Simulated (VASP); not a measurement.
# Hf (P1) in VASP: single point with PBE

Aim: the single point of Hf with PBE.

All numbers are computed with VASP 6.6.1; they aren't measurements. Logs are shortened: lines on timing, memory, paths and dates and some standing lists are left out, and cuts for length are marked.

### Step 1. The cell of the first run

The typed cell holds 24 atoms: a = 9.925 Å, b = 9.925 Å, c = 6.172 Å, α = 90.00°, β = 90.00°, γ = 120.00°.

### Step 2. Single point, PBE (atoms moved at random)

INCAR reads:

```
SYSTEM = Hf
GGA      = PE             ! functional
ISMEAR   = 1              ! smearing method
SIGMA    = 0.1            ! smearing width, eV
LWAVE    = .FALSE.        ! write WAVECAR
LCHARG   = .FALSE.        ! write CHGCAR
ISIF     = 2              ! what is computed and relaxed
ISYM     = 0            
PREC     = Accurate       ! precision mode
LASPH    = .TRUE.         ! aspherical terms in the spheres
LREAL    = .FALSE.        ! projectors in reciprocal space
ALGO     = Normal         ! electronic algorithm
EDIFF    = 1E-6           ! SCF threshold, eV
NELM     = 120            ! most SCF steps
GGA_COMPAT= .FALSE.      
ENCUT    = 350            ! plane-wave cutoff, eV
NSIM     = 4
```

KPOINTS reads:

```
k-points
0
Gamma
  2 2 3
```

POSCAR reads:

```
Hf
1.0
    9.9246590880      0.0000000000      0.0000000000
   -4.9623295440      8.5950068940      0.0000000000
    0.0000000000      0.0000000000      6.1724645000
Hf
24
Direct
    0.0000690000     -0.0022890000     -0.0026570000
   -0.0017750000     -0.0022340000      0.4936820000
   -0.0032750000      0.4947370000      0.0022290000
   -0.0003530000      0.4972310000      0.5028900000
    0.5022970000      0.0047870000      0.0000760000
    0.5022710000      0.0019300000      0.4922270000
    0.5004840000      0.5005080000      0.0009860000
    0.4944930000      0.4975500000      0.4980370000
    0.1681090000      0.3316480000      0.2486230000
    0.1614630000      0.3327020000      0.7418980000
    0.1663180000      0.8303890000      0.2534320000
    0.1676480000      0.8336670000      0.7511220000
    0.6705600000      0.3365470000      0.2453540000
    0.6679620000      0.3334850000      0.7530450000
    0.6673130000      0.8364730000      0.2473660000
    0.6660060000      0.8304900000      0.7600650000
    0.3320790000      0.1622170000      0.2540600000
    0.3316720000      0.1629270000      0.7503180000
    0.3280030000      0.6643480000      0.2512180000
    0.3337010000      0.6648860000      0.7464630000
    0.8359940000      0.1688000000      0.2461250000
    0.8333910000      0.1670180000      0.7484350000
    0.8374230000      0.6691510000      0.2598810000
    0.8383300000      0.6659490000      0.7515340000
```

Potentials or basis: VASP PAW PBE potentials, release 64 (Hf_pv).

Run with:

```sh
$ cat potpaw_PBE.64/Hf_pv/POTCAR > POTCAR
$ mpirun -np 8 vasp_std > vasp.out
```

OUTCAR:

```text
SYSTEM = Hf
   GGA = PE
   ISMEAR = 1
   ISIF = 2
   ISYM = 0
   PREC = Accurate
   LASPH = .TRUE.
   LREAL = .FALSE.
   EDIFF = 1E-6
   NELM = 120
   ENCUT = 350

 ion  position               nearest neighbor table
   1  0.000  0.998  0.997-   2 3.06   2 3.11  16 3.22  12 3.23  24 3.23  18 3.23  15 3.25  23 3.26
                             9 3.26  17 3.26  21 3.26  22 3.27  11 3.27  10 3.28
   2  0.998  0.998  0.494-   1 3.06   1 3.11  23 3.17  15 3.23  17 3.23  11 3.24   9 3.24  21 3.25
                            10 3.26  24 3.27  22 3.27  18 3.27  12 3.28  16 3.30
   3  0.997  0.495  0.002-   4 3.08   4 3.09  13 3.18  21 3.18  14 3.22  22 3.22  24 3.23  10 3.24
                            19 3.24   9 3.25  11 3.28  23 3.28  20 3.30  12 3.30
   4  1.000  0.497  0.503-   3 3.08   3 3.09  10 3.17  22 3.22  19 3.22  24 3.23  21 3.24  23 3.24
                            20 3.24  14 3.24  13 3.24  11 3.25   9 3.27  12 3.27
   5  0.502  0.005  0.000-   6 3.04   6 3.13  14 3.21  18 3.22  17 3.22  13 3.23  22 3.24  21 3.25
                            15 3.25  12 3.26  16 3.26  11 3.28  19 3.31  20 3.31
   6  0.502  0.002  0.492-   5 3.04   5 3.13  17 3.20  15 3.22  11 3.24  21 3.25  13 3.25  22 3.26
                            19 3.26  18 3.27  14 3.27  12 3.29  20 3.29  16 3.32
   7  0.500  0.501  0.001-   8 3.07   8 3.10  16 3.20   9 3.24  13 3.24  20 3.25  14 3.26  15 3.26
                            19 3.28  24 3.29  18 3.29  17 3.30  23 3.31  10 3.32
   8  0.494  0.498  0.498-   7 3.07   7 3.10   9 3.20  20 3.21  10 3.23  19 3.24  17 3.25  18 3.27
                            16 3.29  13 3.29  23 3.29  15 3.30  14 3.30  24 3.34
   9  0.168  0.332  0.249-  21 2.85  19 2.86  17 2.87  10 3.05  10 3.13   8 3.20   7 3.24   2 3.24
                             3 3.25   1 3.26   4 3.27
  10  0.161  0.333  0.742-  22 2.82  20 2.86  18 2.92   9 3.05   9 3.13   4 3.17   8 3.23   3 3.24
                             2 3.26   1 3.28   7 3.32
  11  0.166  0.830  0.253-  19 2.82  23 2.83  17 2.85  12 3.07  12 3.10   6 3.24   2 3.24   4 3.25
                             1 3.27   3 3.28   5 3.28
  12  0.168  0.834  0.751-  18 2.83  24 2.83  20 2.88  11 3.07  11 3.10   1 3.23   5 3.26   4 3.27
                             2 3.28   6 3.29   3 3.30
  13  0.671  0.337  0.245-  23 2.86  21 2.86  17 2.91  14 3.04  14 3.13   3 3.18   5 3.23   7 3.24
                             4 3.24   6 3.25   8 3.29
  14  0.668  0.333  0.753-  22 2.85  24 2.86  18 2.89  13 3.04  13 3.13   5 3.21   3 3.22   4 3.24
                             7 3.26   6 3.27   8 3.30
  15  0.667  0.836  0.247-  21 2.86  23 2.90  19 2.92  16 3.01  16 3.17   6 3.22   2 3.23   5 3.25
                             1 3.25   7 3.26   8 3.30
  16  0.666  0.830  0.760-  20 2.86  22 2.89  24 2.90  15 3.01  15 3.17   7 3.20   1 3.22   5 3.26
                             8 3.29   2 3.30   6 3.32
  17  0.332  0.162  0.254-  11 2.85   9 2.87  13 2.91  18 3.06  18 3.11   6 3.20   5 3.22   2 3.23
                             8 3.25   1 3.26   7 3.30
  18  0.332  0.163  0.750-  12 2.83  14 2.89  10 2.92  17 3.06  17 3.11   5 3.22   1 3.23   6 3.27
                             8 3.27   2 3.27   7 3.29
  19  0.328  0.664  0.251-  11 2.82   9 2.86  15 2.92  20 3.06  20 3.12   4 3.22   3 3.24   8 3.24
                             6 3.26   7 3.28   5 3.31
  20  0.334  0.665  0.746-  10 2.86  16 2.86  12 2.88  19 3.06  19 3.12   8 3.21   4 3.24   7 3.25
                             6 3.29   3 3.30   5 3.31
  21  0.836  0.169  0.246-   9 2.85  15 2.86  13 2.86  22 3.07  22 3.10   3 3.18   4 3.24   5 3.25
                             6 3.25   2 3.25   1 3.26
  22  0.833  0.167  0.748-  10 2.82  14 2.85  16 2.89  21 3.07  21 3.10   4 3.22   3 3.22   5 3.24
                             6 3.26   1 3.27   2 3.27
  23  0.837  0.669  0.260-  11 2.83  13 2.86  15 2.90  24 3.03  24 3.14   2 3.17   4 3.24   1 3.26
                             3 3.28   8 3.29   7 3.31
  24  0.838  0.666  0.752-  12 2.83  14 2.86  16 2.90  23 3.03  23 3.14   4 3.23   3 3.23   1 3.23
                             2 3.27   7 3.29   8 3.34

IMPORTANT INFORMATION: All symmetrisations will be switched off!
NOSYMM: (Re-)initialisation of all symmetry stuff for point group C_1.

----------------------------------------------------------------------------------------

                                     Primitive cell

  volume of cell :     526.5267

  direct lattice vectors                    reciprocal lattice vectors
     9.924659088  0.000000000  0.000000000     0.100759128  0.058173310  0.000000000
    -4.962329544  8.595006894  0.000000000     0.000000000  0.116346620  0.000000000
     0.000000000  0.000000000  6.172464500     0.000000000  0.000000000  0.162009842

  length of vectors
     9.924659088  9.924659088  6.172464500     0.116346620  0.116346620  0.162009842

  position of ions in fractional coordinates (direct lattice)
     0.000069000  0.997711000  0.997343000
     0.998225000  0.997766000  0.493682000
     0.996725000  0.494737000  0.002229000
     0.999647000  0.497231000  0.502890000
     0.502297000  0.004787000  0.000076000
     0.502271000  0.001930000  0.492227000
[... 16 lines left out ...]
     0.837423000  0.669151000  0.259881000
     0.838330000  0.665949000  0.751534000

  ion indices of the primitive-cell ions
   primitive index   ion index
                 1           1
                 2           2
                 3           3
                 4           4
                 5           5
                 6           6
[... 16 lines left out ...]
                23          23
                24          24

----------------------------------------------------------------------------------------

 KPOINTS: k-points

Automatic generation of k-mesh.
 Grid dimensions read from file:
 generate k-points for:    2    2    3

 Generating k-lattice:

  Cartesian coordinates                     Fractional coordinates (reciprocal lattice)
     0.050379564  0.029086655  0.000000000     0.500000000 -0.000000000  0.000000000
     0.000000000  0.058173310  0.000000000     0.000000000  0.500000000  0.000000000
     0.000000000  0.000000000  0.054003281     0.000000000  0.000000000  0.333333333

  Length of vectors
     0.058173310  0.058173310  0.054003281

  Shift w.r.t. Gamma in fractional coordinates (k-lattice)
     0.000000000  0.000000000  0.000000000

 Subroutine IBZKPT returns following result:
 ===========================================

 Found      8 irreducible k-points:

 Following reciprocal coordinates:
            Coordinates               Weight
  0.000000  0.000000  0.000000      1.000000
  0.500000 -0.000000  0.000000      1.000000
  0.000000  0.500000  0.000000      1.000000
  0.500000  0.500000  0.000000      1.000000
  0.000000  0.000000  0.333333      2.000000
  0.500000 -0.000000  0.333333      2.000000
  0.000000  0.500000  0.333333      2.000000
  0.500000  0.500000  0.333333      2.000000
   k-points           NKPTS =      8   k-points in BZ     NKDIM =      8   number of bands    NBANDS=    144
   number of dos      NEDOS =    301   number of ions     NIONS =     24
   total plane-waves  NPLWV = 163840
   dimension x,y,z NGX =    64 NGY =   64 NGZ =   40
   dimension x,y,z NGXF=   128 NGYF=  128 NGZF=   80
   ions per type =              24
   NGX,Y,Z   is equivalent  to a cutoff of  10.72, 10.72, 10.77 a.u.
   NGXF,Y,Z  is equivalent  to a cutoff of  21.44, 21.44, 21.55 a.u.
 SYSTEM =  Hf
   PREC   = accura    normal or accurate (medium, high low for compatibility)
   ISTART =      0    job   : 0-new  1-cont  2-samecut
   ICHARG =      2    charge: 1-file 2-atom 10-const
   ISPIN  =      1    spin polarized calculation?
   LNONCOLLINEAR =      F non collinear calculations
   LSORBIT =      F    spin-orbit coupling
   LASPH  =      T    aspherical Exc in radial PAW
   ENCUT  =  350.0 eV  25.72 Ry    5.07 a.u.  15.14 15.14  9.42*2*pi/ulx,y,z
   NELM   =    120;   NELMIN=  2; NELMDL= -5     # of ELM steps
   EDIFF  = 0.1E-05   stopping-criterion for ELM
   LREAL  =      F    real-space projection
   EDIFFG = 0.1E-04   stopping-criterion for IOM
   NSW    =      0    number of steps for IOM
   IBRION =     -1    ionic relax: 0-MD 1-quasi-New 2-CG
   NFREE  =      0    steps in history (QN), initial steepest desc. (CG)
   ISIF   =      2    stress and relaxation
   ISYM   =      0    0-nonsym 1-usesym 2-fastsym
   POTIM  = 0.5000    time-step for ionic-motion
   TEBEG  =    0.0;   TEEND  =   0.0 temperature during run

   SCALEE = 1.0000    scale energy and forces
   PSTRESS=    0.0 pullay stress
   NELECT =     240.0000    total number of electrons
   NUPDOWN=      -1.0000    fix difference up-down
   EMIN   =  10.00;   EMAX   =-10.00  energy-range for DOS
   EFERMI =   0.00;   METHOD = LEGACY
   ISMEAR =     1;   SIGMA  =   0.10  broadening in eV -4-tet -1-fermi 0-gaus
   EFERMI_NEDOS =   21; number of points for ismear=-14 and -15
   IALGO  =     38    algorithm
   IMIX   =      4    mixing-type and parameters
     AMIX     =   0.40;   BMIX     =  1.00
     AMIX_MAG =   1.60;   BMIX_MAG =  1.00
  volume/ion in A,a.u.               =      21.94       148.05
  Fermi-wavevector in a.u.,A,eV,Ry     =   1.259907  2.380879 21.597416  1.587365
  Thomas-Fermi vector in A             =   2.393443
   LORBIT       =      0    0 simple, 1 ext, 2 COOP (PROOUT), +10 PAW based schemes
   GGA     = PE    functional components
   LHFCALC =     F    Hartree Fock is set to
   AEXX    =    0.0000 exact exchange contribution
   IVDW    =     0    specifies the selected vdW correction
   LEPSILON=     F    determine dielectric tensor
   LRPA    =     F    only Hartree local field effects (RPA)

   CSHIFT  =0.1000    complex shift for real part using Kramers Kronig

   OMEGAMAX=  -1.0    maximum frequency
 non-spin polarized calculation
 Methfessel and Paxton  Order N= 1 SIGMA  =   0.10
  energy-cutoff  :      350.00
  volume of cell :      526.53
 maximum number of plane-waves:      7862
 NGX is ok and might be reduce to    64
   NGX = 31   NGY = 31   NGZ = 19

 number of electron     240.0000011 magnetization

 Free energy of the ion-electron system (eV)
  ---------------------------------------------------
  ext. energy  EPLUGINS =         0.00000000
  ---------------------------------------------------
  free energy    TOTEN  =      -236.98242523 eV

  energy without entropy =     -236.95023974  energy(sigma->0) =     -236.97169673

 E-fermi :   4.7979     XC(G=0): -11.3696

 val. band max:        4.7883303335   @ k =   0.0000   0.0000   0.3333
 cond. band min:       4.7998291120   @ k =   0.0000   0.0000   0.3333
 fundamental gap:      0.0114987785
 Fermi energy:         4.7979467440

 k-point     1 :       0.0000    0.0000    0.0000
  band No.  band energies     occupation
      1     -26.0844      2.00000
      2     -26.0739      2.00000
      3     -26.0594      2.00000
      4     -26.0118      2.00000
      5     -25.9900      2.00000
      6     -25.9717      2.00000
[... 124 lines left out ...]
    131       5.7354     -0.00000
    132       5.7522     -0.00000

 k-point     2 :       0.5000   -0.0000    0.0000
  band No.  band energies     occupation
      1     -26.0533      2.00000
      2     -26.0206      2.00000
      3     -26.0086      2.00000
      4     -25.9931      2.00000
      5     -25.9619      2.00000
      6     -25.9575      2.00000
[... 934 lines left out ...]
    131       5.7830     -0.00000
    132       5.8075     -0.00000
 [bands above 132 left out]

------------------------ aborting loop because EDIFF is reached ----------------------------------------

  FORCE on cell =-STRESS in cart. coord.  units (eV):
  Direction    XX          YY          ZZ          XY          YZ          ZX
  --------------------------------------------------------------------------------------
  -------------------------------------------------------------------------------------
  Total        3.0292805      3.0400455      3.1585818      0.1114065     -0.0033036      0.0186930
  in kB        9.2178502      9.2506072      9.6113034      0.3390008     -0.0100524      0.0568814
  external PRESSURE =       9.3599203 kB  Pullay stress =       0.0000000 kB

 VOLUME and BASIS-vectors are now :
 -----------------------------------------------------------------------------
  energy-cutoff  :      350.00
  volume of cell :      526.53
      direct lattice vectors                 reciprocal lattice vectors
     9.924659088  0.000000000  0.000000000     0.100759128  0.058173310  0.000000000
    -4.962329544  8.595006894  0.000000000     0.000000000  0.116346620  0.000000000
     0.000000000  0.000000000  6.172464500     0.000000000  0.000000000  0.162009842

 POSITION                                       TOTAL-FORCE (eV/Angst)
 -----------------------------------------------------------------------------------
     -4.95029      8.57533      6.15606         0.056063      0.051190      0.020338
      4.95580      8.57581      3.04723        -0.032708     -0.008559      0.369007
      7.43711      4.25227      0.01376         0.169497      0.312258     -0.108809
      7.45373      4.27370      3.10407        -0.134669      0.055521     -0.092311
      4.96137      0.04114      0.00047        -0.035920     -0.263834     -0.164507
      4.97529      0.01659      3.03825         0.017157     -0.039733      0.465701
[... 16 lines left out ...]
      4.99059      5.75136      1.60411        -0.345103     -0.171275     -0.458825
      5.01548      5.72384      4.63882        -0.300500     -0.039419      0.280752
 -----------------------------------------------------------------------------------
    total drift:                               -0.000372     -0.000020     -0.000021

  FREE ENERGIE OF THE ION-ELECTRON SYSTEM (eV)
  ---------------------------------------------------
  free  energy   TOTEN  =      -236.9824252313 eV

  energy  without entropy=     -236.9502397356  energy(sigma->0) =     -236.97169673
```

Run time: 90 s. Hardware: 8 MPI ranks of AMD EPYC 9R14 (Zen 4), shared host; peak memory 0.17 GiB.

What came out:

* Free energy: -236.9824 eV
* Pressure: 0.9 GPa
* Largest force: 0.638 eV/Å
* Band gap on the k mesh: zero (bands 120 and 121 overlap by 0.50 eV)

Forces in eV/Å, atoms in the order of the input:
```
Hf   0.056  0.051  0.020
Hf  -0.033 -0.009  0.369
Hf   0.169  0.312 -0.109
Hf  -0.135  0.056 -0.092
Hf  -0.036 -0.264 -0.165
Hf   0.017 -0.040  0.466
Hf  -0.094 -0.055 -0.073
Hf   0.255  0.116  0.161
Hf  -0.011  0.033 -0.325
Hf   0.445 -0.066  0.410
Hf  -0.043  0.185 -0.105
Hf   0.127 -0.074 -0.007
Hf  -0.214 -0.125  0.386
Hf  -0.217 -0.046 -0.351
Hf  -0.037 -0.277  0.385
Hf   0.051  0.122 -0.624
Hf   0.092  0.200 -0.163
Hf  -0.086  0.324 -0.057
Hf   0.453  0.068 -0.182
Hf  -0.062  0.120  0.210
Hf  -0.024 -0.101  0.094
Hf  -0.028 -0.321 -0.070
Hf  -0.345 -0.171 -0.459
Hf  -0.300 -0.039  0.281
```

Levels at points of the mesh, in eV from the Fermi level:
```
           k point  band 119  band 120  band 121  band 122  band 123  band 124
(0.00, 0.00, 0.00)     -0.27     -0.25     -0.24      0.23      0.25      0.28
(0.50, 0.00, 0.00)      0.22      0.26      0.37      0.38      0.44      0.48
(0.00, 0.50, 0.00)      0.23      0.25      0.37      0.38      0.46      0.48
(0.50, 0.50, 0.00)      0.20      0.22      0.36      0.38      0.46      0.48
```

Caveat: the k points lie up to 0.37 Å⁻¹ apart, too coarse for converged energies and pressures of a metal; the cell differs from its parent crystal (atoms moved at random); spin-orbit coupling is left out, which moves the levels of the heavy elements.
